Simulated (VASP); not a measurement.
# CsB4Cl (I4_1/a) in VASP: single point with r2SCAN

Aim: the single point of CsB4Cl with r2SCAN.

Everything below comes from runs of VASP 6.6.1. Logs are shortened: lines on timing, memory, paths and dates and some standing lists are left out, and cuts for length are marked.

### Step 1. The cell of the first run

The typed cell holds 12 atoms: a = 5.500 Å, b = 5.500 Å, c = 8.084 Å, α = 70.11°, β = 70.11°, γ = 90.00°.

### Step 2. Single point, r2SCAN

The input, POSCAR:

```
CsB4Cl
1.0
    0.0000000000      5.5003040000      0.0000000000
    5.5003040000      0.0000000000      0.0000000000
    2.7501520000      2.7501520000     -7.0874640000
B Cl Cs
8 2 2
Direct
    0.6692000000      0.4387000000      0.1230000000
    0.1887000000      0.4578000000      0.6230000000
    0.2078000000      0.4383000000      0.1230000000
    0.1883000000      0.9192000000      0.6230000000
    0.0808000000      0.8113000000      0.3770000000
    0.5613000000      0.7922000000      0.8770000000
    0.5422000000      0.8117000000      0.3770000000
    0.5617000000      0.3308000000      0.8770000000
    0.5000000000      0.5000000000      0.0000000000
    0.2500000000      0.7500000000      0.5000000000
    0.0000000000      0.0000000000      0.0000000000
    0.7500000000      0.2500000000      0.5000000000
```

The input, INCAR.step1:

```
SYSTEM = CsB4Cl
PREC     = Accurate       ! precision mode
ENCUT    = 520            ! plane-wave cutoff, eV
ISMEAR   = -1             ! smearing method
SIGMA    = 0.0401         ! smearing width, eV
LREAL    = .FALSE.        ! projectors in reciprocal space
LASPH    = .TRUE.         ! aspherical terms in the spheres
NELM     = 100            ! most SCF steps
NBANDS   = 40             ! bands
GGA      = PE             ! functional
ALGO     = Normal         ! electronic algorithm
EDIFF    = 1E-4           ! SCF threshold, eV
LWAVE    = .TRUE.         ! write WAVECAR
LCHARG   = .FALSE.        ! write CHGCAR
```

The input, INCAR.step2:

```
SYSTEM = CsB4Cl
PREC     = Accurate       ! precision mode
ENCUT    = 520            ! plane-wave cutoff, eV
EDIFF    = 1E-6           ! SCF threshold, eV
ISMEAR   = -1             ! smearing method
SIGMA    = 0.0401         ! smearing width, eV
LREAL    = .FALSE.        ! projectors in reciprocal space
LASPH    = .TRUE.         ! aspherical terms in the spheres
NELM     = 100            ! most SCF steps
ALGO     = Normal         ! electronic algorithm
ISIF     = 2              ! what is computed and relaxed
LWAVE    = .FALSE.        ! write WAVECAR
LCHARG   = .TRUE.         ! write CHGCAR
METAGGA  = R2SCAN         ! meta-GGA
LMIXTAU  = .TRUE.       
LELF     = .TRUE.         ! ELF
LVHAR    = .TRUE.       
NBANDS   = 40             ! bands
ISTART   = 1
```

The input, KPOINTS:

```
Automatic mesh
0
G
  6 6 6
  0 0 0
```

Potentials or basis: VASP PAW PBE potentials, release 64 (B, Cl, Cs_sv).

The run is started by

```
cat potpaw_PBE.64/B/POTCAR potpaw_PBE.64/Cl/POTCAR potpaw_PBE.64/Cs_sv/POTCAR > POTCAR
cp INCAR.step1 INCAR
mpirun -np 1 vasp_std > vasp.out
cp INCAR.step2 INCAR
mpirun -np 1 vasp_std > vasp.out
```

OUTCAR:

```text
SYSTEM = CsB4Cl
   PREC = Accurate
   ENCUT = 520
   EDIFF = 1E-6
   ISMEAR = -1
   LREAL = .FALSE.
   LASPH = .TRUE.
   NELM = 100
   ISIF = 2
   METAGGA = R2SCAN
   ISTART = 1

 ion  position               nearest neighbor table
   1  0.669  0.439  0.123-   9 1.54
   2  0.189  0.458  0.623-  10 1.54
   3  0.208  0.438  0.123-   9 1.54
   4  0.188  0.919  0.623-  10 1.54
   5  0.081  0.811  0.377-  10 1.54
   6  0.561  0.792  0.877-   9 1.54
   7  0.542  0.812  0.377-  10 1.54
   8  0.562  0.331  0.877-   9 1.54
   9  0.500  0.500  0.000-   1 1.54   8 1.54   6 1.54   3 1.54
  10  0.250  0.750  0.500-   5 1.54   4 1.54   2 1.54   7 1.54
  11  0.000  0.000  0.000-
  12  0.750  0.250  0.500-

  LATTYP: Found a body centered tetragonal cell.
 ALAT       =     5.5003040000
 C/A-ratio  =     2.5771171921

  Lattice vectors:

 A1 = (  -2.7501520000,   2.7501520000,   7.0874640000)
 A2 = (   2.7501520000,  -2.7501520000,   7.0874640000)
 A3 = (   2.7501520000,   2.7501520000,  -7.0874640000)

Analysis of symmetry for initial positions (statically):
=====================================================================
 Subroutine PRICEL returns:
 Original cell was already a primitive cell.

 Routine SETGRP: Setting up the symmetry group for a
 body centered tetragonal supercell.

 Subroutine GETGRP returns: Found  8 space group operations
 (whereof  4 operations were pure point group operations)
 out of a pool of 16 trial point group operations.

The static configuration has the point symmetry S_4 .
 The point group associated with its full space group is C_4h.

Analysis of symmetry for dynamics (positions and initial velocities):
=====================================================================
 Subroutine PRICEL returns:
 Original cell was already a primitive cell.

 Routine SETGRP: Setting up the symmetry group for a
 body centered tetragonal supercell.

 Subroutine GETGRP returns: Found  8 space group operations
 (whereof  4 operations were pure point group operations)
 out of a pool of 16 trial point group operations.

The dynamic configuration has the point symmetry S_4 .
 The point group associated with its full space group is C_4h.

 Subroutine INISYM returns: Found  8 space group operations
 (whereof  4 operations are pure point group operations),
 and found     1 'primitive' translations

----------------------------------------------------------------------------------------

                                     Primitive cell

  volume of cell :     214.4195

  direct lattice vectors                    reciprocal lattice vectors
     0.000000000  5.500304000  0.000000000     0.000000000  0.181808133  0.070547096
     5.500304000  0.000000000  0.000000000     0.181808133  0.000000000  0.070547096
     2.750152000  2.750152000 -7.087464000     0.000000000  0.000000000 -0.141094191

  length of vectors
     5.500304000  5.500304000  8.084480070     0.195015614  0.195015614  0.141094191

  position of ions in fractional coordinates (direct lattice)
     0.669200000  0.438700000  0.123000000
     0.188700000  0.457800000  0.623000000
     0.207800000  0.438300000  0.123000000
     0.188300000  0.919200000  0.623000000
     0.080800000  0.811300000  0.377000000
     0.561300000  0.792200000  0.877000000
     0.542200000  0.811700000  0.377000000
     0.561700000  0.330800000  0.877000000
     0.500000000  0.500000000  0.000000000
     0.250000000  0.750000000  0.500000000
     0.000000000  0.000000000  0.000000000
     0.750000000  0.250000000  0.500000000

  ion indices of the primitive-cell ions
   primitive index   ion index
                 1           1
                 2           2
                 3           3
                 4           4
                 5           5
                 6           6
                 7           7
                 8           8
                 9           9
                10          10
                11          11
                12          12

----------------------------------------------------------------------------------------

 KPOINTS: Automatic mesh

Automatic generation of k-mesh.
 Grid dimensions read from file:
 generate k-points for:    6    6    6

 Generating k-lattice:

  Cartesian coordinates                     Fractional coordinates (reciprocal lattice)
     0.000000000  0.030301355  0.011757849     0.166666667  0.000000000  0.000000000
     0.030301355  0.000000000  0.011757849     0.000000000  0.166666667  0.000000000
     0.000000000  0.000000000 -0.023515699     0.000000000  0.000000000  0.166666667

  Length of vectors
     0.032502602  0.032502602  0.023515699

  Shift w.r.t. Gamma in fractional coordinates (k-lattice)
     0.000000000  0.000000000  0.000000000

 Subroutine IBZKPT returns following result:
 ===========================================

 Found     36 irreducible k-points:

 Following reciprocal coordinates:
            Coordinates               Weight
  0.000000  0.000000  0.000000      1.000000
  0.166667  0.000000  0.000000      8.000000
  0.333333  0.000000  0.000000      8.000000
  0.500000  0.000000  0.000000      4.000000
  0.166667  0.166667  0.000000      8.000000
  0.333333  0.166667  0.000000      8.000000
[... 16 lines left out ...]
  0.333333  0.333333  0.166667      8.000000
  0.500000  0.333333  0.166667      8.000000
 [... further k-points ...]
   k-points           NKPTS =     36   k-points in BZ     NKDIM =     36   number of bands    NBANDS=     40
   number of dos      NEDOS =    301   number of ions     NIONS =     12
   total plane-waves  NPLWV = 105840
   dimension x,y,z NGX =    42 NGY =   42 NGZ =   60
   dimension x,y,z NGXF=    84 NGYF=   84 NGZF=  120
   ions per type =               8   2   2
   NGX,Y,Z   is equivalent  to a cutoff of  12.69, 12.69, 12.34 a.u.
   NGXF,Y,Z  is equivalent  to a cutoff of  25.39, 25.39, 24.68 a.u.
 SYSTEM =  CsB4Cl
   PREC   = accura    normal or accurate (medium, high low for compatibility)
   ISTART =      1    job   : 0-new  1-cont  2-samecut
   ICHARG =      0    charge: 1-file 2-atom 10-const
   ISPIN  =      1    spin polarized calculation?
   LNONCOLLINEAR =      F non collinear calculations
   LSORBIT =      F    spin-orbit coupling
   LASPH  =      T    aspherical Exc in radial PAW
   ENCUT  =  520.0 eV  38.22 Ry    6.18 a.u.  10.23 10.23 15.03*2*pi/ulx,y,z
   NELM   =    100;   NELMIN=  2; NELMDL=  0     # of ELM steps
   EDIFF  = 0.1E-05   stopping-criterion for ELM
   LREAL  =      F    real-space projection
   EDIFFG = 0.1E-04   stopping-criterion for IOM
   NSW    =      0    number of steps for IOM
   IBRION =     -1    ionic relax: 0-MD 1-quasi-New 2-CG
   NFREE  =      0    steps in history (QN), initial steepest desc. (CG)
   ISIF   =      2    stress and relaxation
   ISYM   =      2    0-nonsym 1-usesym 2-fastsym
   POTIM  = 0.5000    time-step for ionic-motion
   TEBEG  =    0.0;   TEEND  =   0.0 temperature during run
   PSTRESS=    0.0 pullay stress
   NELECT =      56.0000    total number of electrons
   NUPDOWN=      -1.0000    fix difference up-down
   EMIN   =  10.00;   EMAX   =-10.00  energy-range for DOS
   EFERMI =   0.00;   METHOD = LEGACY
   ISMEAR =    -1;   SIGMA  =   0.04  broadening in eV -4-tet -1-fermi 0-gaus
   EFERMI_NEDOS =   21; number of points for ismear=-14 and -15
   IALGO  =     38    algorithm
   IMIX   =      4    mixing-type and parameters
     AMIX     =   0.40;   BMIX     =  1.00
     AMIX_MAG =   1.60;   BMIX_MAG =  1.00
  volume/ion in A,a.u.               =      17.87       120.58
  Fermi-wavevector in a.u.,A,eV,Ry     =   1.046444  1.977493 14.898999  1.095046
  Thomas-Fermi vector in A             =   2.181283
   LORBIT       =      0    0 simple, 1 ext, 2 COOP (PROOUT), +10 PAW based schemes
   METAGGA = R2SCAN    functional components
   LHFCALC =     F    Hartree Fock is set to
   AEXX    =    0.0000 exact exchange contribution
   IVDW    =     0    specifies the selected vdW correction
   LEPSILON=     F    determine dielectric tensor
   LRPA    =     F    only Hartree local field effects (RPA)
 non-spin polarized calculation
  energy-cutoff  :      520.00
  volume of cell :      214.42
 maximum number of plane-waves:      5814
 NGX is ok and might be reduce to    42
   NGX = 21   NGY = 21   NGZ = 29

 number of electron      55.9999998 magnetization

 Free energy of the ion-electron system (eV)
  ---------------------------------------------------
  ext. energy  EPLUGINS =         0.00000000
  ---------------------------------------------------
  free energy    TOTEN  =       -75.45039569 eV

  energy without entropy =      -75.39981014  energy(sigma->0) =      -75.42510292

 E-fermi :   1.8412     XC(G=0):  -9.8082

 val. band max:        1.8348196569   @ k =   0.5000   0.0000   0.1667
 cond. band min:       1.8535430955   @ k =  -0.1667  -0.3333   0.1667
 fundamental gap:      0.0187234386
 Fermi energy:         1.8411598407

 k-point     1 :       0.0000    0.0000    0.0000
  band No.  band energies     occupation
      1     -22.4215      2.00000
      2     -22.3851      2.00000
      3     -18.4026      2.00000
      4     -18.3208      2.00000
      5     -11.2008      2.00000
      6     -11.2008      2.00000
[... 32 lines left out ...]
     39       6.7902      0.00000
     40       6.7902      0.00000

 k-point     2 :       0.1667    0.0000    0.0000
  band No.  band energies     occupation
      1     -22.4187      2.00000
      2     -22.3861      2.00000
      3     -18.4003      2.00000
      4     -18.3258      2.00000
      5     -11.2158      2.00000
      6     -11.2074      2.00000
[... 935 lines left out ...]
     39       6.3394      0.00000
     40       6.4809      0.00000

 k-point    24 :       0.5000    0.3333    0.1667
  band No.  band energies     occupation
      1     -22.4026      2.00000
      2     -22.3939      2.00000
      3     -18.3728      2.00000
      4     -18.3504      2.00000
      5     -11.2621      2.00000
      6     -11.2517      2.00000
[... 32 lines left out ...]
     39       6.1980      0.00000
     40       6.3652      0.00000

 [... further k-points ...]

------------------------ aborting loop because EDIFF is reached ----------------------------------------

  FORCE on cell =-STRESS in cart. coord.  units (eV):
  Direction    XX          YY          ZZ          XY          YZ          ZX
  --------------------------------------------------------------------------------------
  -------------------------------------------------------------------------------------
  Total       34.5494852     34.5494852     41.6100472      0.0000001      0.0000000      0.0000000
  in kB      258.1593805    258.1593805    310.9170495      0.0000005      0.0000000      0.0000000
  external PRESSURE =     275.7452702 kB  Pullay stress =       0.0000000 kB

 VOLUME and BASIS-vectors are now :
 -----------------------------------------------------------------------------
  energy-cutoff  :      520.00
  volume of cell :      214.42
      direct lattice vectors                 reciprocal lattice vectors
     0.000000000  5.500304000  0.000000000     0.000000000  0.181808133  0.070547096
     5.500304000  0.000000000  0.000000000     0.181808133  0.000000000  0.070547096
     2.750152000  2.750152000 -7.087464000     0.000000000  0.000000000 -0.141094191

 POSITION                                       TOTAL-FORCE (eV/Angst)
 -----------------------------------------------------------------------------------
      2.75125      4.01907     -0.87176         0.005521      7.413873     -5.270495
      4.23138      2.75125     -4.41549        -7.413873      0.005521     -5.270495
      2.74905      1.48123     -0.87176        -0.005521     -7.413873     -5.270495
      6.76922      2.74905     -4.41549         7.413873     -0.005521     -5.270495
      5.49920      1.48123     -2.67197        -0.005521     -7.413873      5.270495
      6.76922      5.49920     -6.21571         7.413873     -0.005521      5.270495
      5.50140      4.01907     -2.67197         0.005521      7.413873      5.270495
      4.23138      5.50140     -6.21571        -7.413873      0.005521      5.270495
      2.75015      2.75015      0.00000         0.000000     -0.000000      0.000000
      5.50030      2.75015     -3.54373        -0.000000     -0.000000      0.000000
      0.00000      0.00000      0.00000        -0.000000     -0.000000      0.000000
      2.75015      5.50030     -3.54373         0.000000     -0.000000      0.000000
 -----------------------------------------------------------------------------------
    total drift:                               -0.000000      0.000000     -0.000000

  FREE ENERGIE OF THE ION-ELECTRON SYSTEM (eV)
  ---------------------------------------------------
  free  energy   TOTEN  =       -75.4503956891 eV

  energy  without entropy=      -75.3998101433  energy(sigma->0) =      -75.42510292
```

It took 8.9 min on 1 thread of Intel Xeon 6975P-C (Granite Rapids), shared host; peak memory 0.51 GiB.

Results:

| Quantity | Value |
| --- | --- |
| Free energy | -75.4504 eV |
| Pressure | 27.6 GPa |
| Largest force | 9.096 eV/Å |
| Band gap on the k mesh | zero (bands 28 and 29 overlap by 0.48 eV) |

Forces on the atoms (eV/Å):
```
B    0.006  7.414 -5.270
B   -7.414  0.006 -5.270
B   -0.006 -7.414 -5.270
B    7.414 -0.006 -5.270
B   -0.006 -7.414  5.270
B    7.414 -0.006  5.270
B    0.006  7.414  5.270
B   -7.414  0.006  5.270
Cl   0.000  0.000  0.000
Cl   0.000  0.000  0.000
Cs   0.000  0.000  0.000
Cs   0.000  0.000  0.000
```

Caveat: the stress differs along the axes, from 26 to 31 GPa; the PAW data sets were made with another functional, which shifts forces and pressure a little; spin-orbit coupling is left out, which moves the levels of the heavy elements.
